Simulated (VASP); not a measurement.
A run of VASP 6.6.1:

The input INCAR:

```
PREC = Accurate ; ENCUT = 520
EDIFF = 1E-8 ; ISMEAR = -1
SIGMA = 0.15 ; LREAL = False
LASPH = True ; NELM = 100
ALGO = Normal ; ISIF = 2
LWAVE = False ; LCHARG = False
GGA = CA ; IBRION = 8
NSW = 1
```

The input KPOINTS:

```
regular mesh
0
Gamma
  14 14 14
```

The input POSCAR:

```
TiRe
1.0
    3.0387015229      0.0000000000      0.0000000000
    0.0000000000      3.0387015229      0.0000000000
    0.0000000000      0.0000000000      3.0387015229
Ti Re
1 1
Direct
    0.5000000000      0.5000000000      0.5000000000
    0.0000000000      0.0000000000      0.0000000000
```

Potentials or basis: VASP PAW LDA potentials, release 64 (Ti_sv, Re).

Command:

```console
$ cat potpaw_LDA.64/Ti_sv/POTCAR potpaw_LDA.64/Re/POTCAR > POTCAR
$ mpirun -np 1 vasp_std > vasp.out
```

Hardware: 1 thread of Intel(R) Xeon(R) 6975P-C (Granite Rapids) (shared host).

**Question.** How long does it take, and how much memory?

**Answer.** Run time: 2.7 min on 1 thread of Intel(R) Xeon(R) 6975P-C (Granite Rapids), with other jobs on the host, peak memory 0.39 GiB. Counts: scf iterations 61, k points 120.
